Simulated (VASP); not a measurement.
# GaCo (Pm-3m) in VASP: single point with PBE

Aim: the single point of GaCo with PBE.

Everything below comes from runs of VASP 6.6.1. Logs are shortened: lines on timing, memory, paths and dates and some standing lists are left out, and cuts for length are marked.

**1. The cell of the first run**

Symmetry: Pm-3m, No. 221, cubic system. The conventional cell has a = 2.913 Å, b = 2.913 Å, c = 2.913 Å, α = 90.00°, β = 90.00°, γ = 90.00°. Co (site symmetry m-3m) has 8 Ga at 2.52 Å and 6 Co at 2.91 Å within 3.3 Å. Within 3.3 Å of Ga (site symmetry m-3m) lie 8 Co at 2.52 Å and 6 Ga at 2.91 Å.

**2. Single point, PBE**

INCAR

```
ALGO = Normal ; EDIFF = 1E-7
ENCUT = 520 ; GGA = PE
ISIF = 2 ; ISMEAR = 1
LASPH = True ; LCHARG = False
LREAL = False ; LWAVE = False
NBANDS = 18 ; NELM = 80
PREC = Accurate ; SIGMA = 0.1834
```

KPOINTS

```
k-points
0
Gamma
  11 11 11
```

POSCAR

```
GaCo
1.0
    2.9126830000      0.0000000000      0.0000000000
    0.0000000000      2.9126830000      0.0000000000
    0.0000000000      0.0000000000      2.9126830000
Co Ga
1 1
Direct
    0.0000000000      0.0000000000      0.0000000000
    0.5000000000      0.5000000000      0.5000000000
```

Potentials or basis: VASP PAW PBE potentials, release 64 (Co, Ga_d).

The run is started by

```
$ cat potpaw_PBE.64/Co/POTCAR potpaw_PBE.64/Ga_d/POTCAR > POTCAR
$ mpirun -np 1 vasp_std > vasp.out
```

OUTCAR:

```text
EDIFF = 1E-7
   ENCUT = 520
   GGA = PE
   ISIF = 2
   ISMEAR = 1
   LASPH = True
   LREAL = False
   NELM = 80
   PREC = Accurate

 ion  position               nearest neighbor table
   1  0.000  0.000  0.000-   2 2.52   2 2.52   2 2.52   2 2.52   2 2.52   2 2.52   2 2.52   2 2.52

   2  0.500  0.500  0.500-   1 2.52   1 2.52   1 2.52   1 2.52   1 2.52   1 2.52   1 2.52   1 2.52

  LATTYP: Found a simple cubic cell.
 ALAT       =     2.9126830000

  Lattice vectors:

 A1 = (   2.9126830000,   0.0000000000,   0.0000000000)
 A2 = (   0.0000000000,   2.9126830000,   0.0000000000)
 A3 = (   0.0000000000,   0.0000000000,   2.9126830000)

Analysis of symmetry for initial positions (statically):
=====================================================================
 Subroutine PRICEL returns:
 Original cell was already a primitive cell.

 Routine SETGRP: Setting up the symmetry group for a
 simple cubic supercell.

 Subroutine GETGRP returns: Found 48 space group operations
 (whereof 48 operations were pure point group operations)
 out of a pool of 48 trial point group operations.

The static configuration has the point symmetry O_h .

Analysis of symmetry for dynamics (positions and initial velocities):
=====================================================================
 Subroutine PRICEL returns:
 Original cell was already a primitive cell.

 Routine SETGRP: Setting up the symmetry group for a
 simple cubic supercell.

 Subroutine GETGRP returns: Found 48 space group operations
 (whereof 48 operations were pure point group operations)
 out of a pool of 48 trial point group operations.

The dynamic configuration has the point symmetry O_h .

 Subroutine INISYM returns: Found 48 space group operations
 (whereof 48 operations are pure point group operations),
 and found     1 'primitive' translations

----------------------------------------------------------------------------------------

                                     Primitive cell

  volume of cell :      24.7104

  direct lattice vectors                    reciprocal lattice vectors
     2.912683000  0.000000000  0.000000000     0.343326067  0.000000000  0.000000000
     0.000000000  2.912683000  0.000000000     0.000000000  0.343326067  0.000000000
     0.000000000  0.000000000  2.912683000     0.000000000  0.000000000  0.343326067

  length of vectors
     2.912683000  2.912683000  2.912683000     0.343326067  0.343326067  0.343326067

  position of ions in fractional coordinates (direct lattice)
     0.000000000  0.000000000  0.000000000
     0.500000000  0.500000000  0.500000000

  ion indices of the primitive-cell ions
   primitive index   ion index
                 1           1
                 2           2

----------------------------------------------------------------------------------------

 KPOINTS: k-points

Automatic generation of k-mesh.
 Grid dimensions read from file:
 generate k-points for:   11   11   11

 Generating k-lattice:

  Cartesian coordinates                     Fractional coordinates (reciprocal lattice)
     0.031211461  0.000000000  0.000000000     0.090909091  0.000000000  0.000000000
     0.000000000  0.031211461  0.000000000     0.000000000  0.090909091  0.000000000
     0.000000000  0.000000000  0.031211461     0.000000000  0.000000000  0.090909091

  Length of vectors
     0.031211461  0.031211461  0.031211461

  Shift w.r.t. Gamma in fractional coordinates (k-lattice)
     0.000000000  0.000000000  0.000000000

 Subroutine IBZKPT returns following result:
 ===========================================

 Found     56 irreducible k-points:

 Following reciprocal coordinates:
            Coordinates               Weight
  0.000000  0.000000  0.000000      1.000000
  0.090909  0.000000  0.000000      6.000000
  0.181818  0.000000  0.000000      6.000000
  0.272727  0.000000  0.000000      6.000000
  0.363636  0.000000  0.000000      6.000000
  0.454545  0.000000  0.000000      6.000000
[... 16 lines left out ...]
  0.181818  0.090909  0.090909     24.000000
  0.272727  0.090909  0.090909     24.000000
 [... further k-points ...]
   k-points           NKPTS =     56   k-points in BZ     NKDIM =     56   number of bands    NBANDS=     18
   number of dos      NEDOS =    301   number of ions     NIONS =      2
   total plane-waves  NPLWV =  13824
   dimension x,y,z NGX =    24 NGY =   24 NGZ =   24
   dimension x,y,z NGXF=    48 NGYF=   48 NGZF=   48
   ions per type =               1   1
   NGX,Y,Z   is equivalent  to a cutoff of  13.70, 13.70, 13.70 a.u.
   NGXF,Y,Z  is equivalent  to a cutoff of  27.40, 27.40, 27.40 a.u.
 SYSTEM =  unknown system
   PREC   = accura    normal or accurate (medium, high low for compatibility)
   ISTART =      0    job   : 0-new  1-cont  2-samecut
   ICHARG =      2    charge: 1-file 2-atom 10-const
   ISPIN  =      1    spin polarized calculation?
   LNONCOLLINEAR =      F non collinear calculations
   LSORBIT =      F    spin-orbit coupling
   LASPH  =      T    aspherical Exc in radial PAW
   ENCUT  =  520.0 eV  38.22 Ry    6.18 a.u.   5.42  5.42  5.42*2*pi/ulx,y,z
   NELM   =     80;   NELMIN=  2; NELMDL= -5     # of ELM steps
   EDIFF  = 0.1E-06   stopping-criterion for ELM
   LREAL  =      F    real-space projection
   EDIFFG = 0.1E-05   stopping-criterion for IOM
   NSW    =      0    number of steps for IOM
   IBRION =     -1    ionic relax: 0-MD 1-quasi-New 2-CG
   NFREE  =      0    steps in history (QN), initial steepest desc. (CG)
   ISIF   =      2    stress and relaxation
   ISYM   =      2    0-nonsym 1-usesym 2-fastsym
   POTIM  = 0.5000    time-step for ionic-motion
   TEBEG  =    0.0;   TEEND  =   0.0 temperature during run
   PSTRESS=    0.0 pullay stress
   NELECT =      22.0000    total number of electrons
   NUPDOWN=      -1.0000    fix difference up-down
   EMIN   =  10.00;   EMAX   =-10.00  energy-range for DOS
   EFERMI =   0.00;   METHOD = LEGACY
   ISMEAR =     1;   SIGMA  =   0.18  broadening in eV -4-tet -1-fermi 0-gaus
   EFERMI_NEDOS =   21; number of points for ismear=-14 and -15
   IALGO  =     38    algorithm
   IMIX   =      4    mixing-type and parameters
     AMIX     =   0.40;   BMIX     =  1.00
     AMIX_MAG =   1.60;   BMIX_MAG =  1.00
  volume/ion in A,a.u.               =      12.36        83.38
  Fermi-wavevector in a.u.,A,eV,Ry     =   1.574910  2.976149 33.747110  2.480343
  Thomas-Fermi vector in A             =   2.675974
   LORBIT       =      0    0 simple, 1 ext, 2 COOP (PROOUT), +10 PAW based schemes
   GGA     = PE    functional components
   LHFCALC =     F    Hartree Fock is set to
   AEXX    =    0.0000 exact exchange contribution
   IVDW    =     0    specifies the selected vdW correction
   LEPSILON=     F    determine dielectric tensor
   LRPA    =     F    only Hartree local field effects (RPA)
 non-spin polarized calculation
 Methfessel and Paxton  Order N= 1 SIGMA  =   0.18
  energy-cutoff  :      520.00
  volume of cell :       24.71
 maximum number of plane-waves:       691
 NGX is ok and might be reduce to    24
   NGX = 11   NGY = 11   NGZ = 11

 number of electron      22.0000010 magnetization

 Free energy of the ion-electron system (eV)
  ---------------------------------------------------
  ext. energy  EPLUGINS =         0.00000000
  ---------------------------------------------------
  free energy    TOTEN  =       -10.46565069 eV

  energy without entropy =      -10.46472200  energy(sigma->0) =      -10.46534113

 E-fermi :   9.3167     XC(G=0): -12.9835

 val. band max:        9.2695000590   @ k =   0.4545   0.3636   0.0000
 cond. band min:       9.3477354251   @ k =   0.4545   0.3636   0.0909
 fundamental gap:      0.0782353660
 Fermi energy:         9.3167398031

 k-point     1 :       0.0000    0.0000    0.0000
  band No.  band energies     occupation
      1      -5.8032      2.00000
      2      -5.8032      2.00000
      3      -5.4900      2.00000
      4      -5.4900      2.00000
      5      -5.4900      2.00000
      6      -2.4720      2.00000
[... 10 lines left out ...]
     17      21.2097      0.00000
     18      31.8451      0.00000

 k-point     2 :       0.0909    0.0000    0.0000
  band No.  band energies     occupation
      1      -5.7995      2.00000
      2      -5.7834      2.00000
      3      -5.4972      2.00000
      4      -5.4972      2.00000
      5      -5.4884      2.00000
      6      -2.3201      2.00000
[... 10 lines left out ...]
     17      22.1997      0.00000
     18      30.5708      0.00000

 k-point     3 :       0.1818    0.0000    0.0000
  band No.  band energies     occupation
      1      -5.7894      2.00000
      2      -5.7314      2.00000
      3      -5.5166      2.00000
      4      -5.5166      2.00000
      5      -5.4842      2.00000
      6      -1.8642      2.00000
[... 10 lines left out ...]
     17      25.0886      0.00000
     18      28.6249      0.00000

 k-point     4 :       0.2727    0.0000    0.0000
  band No.  band energies     occupation
      1      -5.7761      2.00000
      2      -5.6658      2.00000
      3      -5.5418      2.00000
      4      -5.5418      2.00000
      5      -5.4787      2.00000
      6      -1.1086      2.00000
[... 375 lines left out ...]
      4      -5.5054      2.00000
      5      -5.5018      2.00000
      6      -2.0177      2.00000
[... 10 lines left out ...]
     17      22.9805      0.00000
     18      28.4191      0.00000

 k-point    23 :       0.1818    0.0909    0.0909
  band No.  band energies     occupation
      1      -5.7585      2.00000
      2      -5.7141      2.00000
      3      -5.5275      2.00000
      4      -5.5256      2.00000
      5      -5.5005      2.00000
      6      -1.5661      2.00000
[... 10 lines left out ...]
     17      25.3383      0.00000
     18      26.0578      0.00000

 k-point    24 :       0.2727    0.0909    0.0909
  band No.  band energies     occupation
      1      -5.7465      2.00000
      2      -5.6464      2.00000
      3      -5.5583      2.00000
      4      -5.5520      2.00000
      5      -5.4963      2.00000
      6      -0.8200      2.00000
[... 10 lines left out ...]
     17      24.0129      0.00000
     18      24.0585      0.00000

 [... further k-points ...]
[... 5 lines left out ...]
  --------------------------------------------------------------------------------------
  -------------------------------------------------------------------------------------
  Total       -0.7864218     -0.7864218     -0.7864218      0.0000000     -0.0000000      0.0000000
  in kB      -50.9901721    -50.9901721    -50.9901721      0.0000000     -0.0000000      0.0000000
  external PRESSURE =     -50.9901721 kB  Pullay stress =       0.0000000 kB

 VOLUME and BASIS-vectors are now :
 -----------------------------------------------------------------------------
  energy-cutoff  :      520.00
  volume of cell :       24.71
      direct lattice vectors                 reciprocal lattice vectors
     2.912683000  0.000000000  0.000000000     0.343326067  0.000000000  0.000000000
     0.000000000  2.912683000  0.000000000     0.000000000  0.343326067  0.000000000
     0.000000000  0.000000000  2.912683000     0.000000000  0.000000000  0.343326067

 POSITION                                       TOTAL-FORCE (eV/Angst)
 -----------------------------------------------------------------------------------
      0.00000      0.00000      0.00000         0.000000      0.000000      0.000000
      1.45634      1.45634      1.45634         0.000000      0.000000      0.000000
 -----------------------------------------------------------------------------------
    total drift:                                0.000000      0.000000     -0.000000

  FREE ENERGIE OF THE ION-ELECTRON SYSTEM (eV)
  ---------------------------------------------------
  free  energy   TOTEN  =       -10.4656506901 eV

  energy  without entropy=      -10.4647219979  energy(sigma->0) =      -10.46534113
```

Run time: 39 s. Hardware: 1 thread of Intel Xeon 8259CL, shared host; peak memory 0.15 GiB.

What came out:

```
Free energy            : -10.4657 eV
Pressure               : -5.1 GPa
Band gap on the k mesh : zero (band 11 reaches 10.23 eV, above the bottom of band 12 at 9.13 eV)
```

Levels at points of the mesh, in eV from the Fermi level:
```csv
k point,band 8,band 9,band 10,band 11,band 12,band 13,band 14,band 15
"(0.00, 0.00, 0.00)",-2.42,-0.71,-0.71,-0.71,5.08,5.08,5.08,10.81
```

Spin polarisation is off, so any magnetic state and its effect on volume and gap are missing.
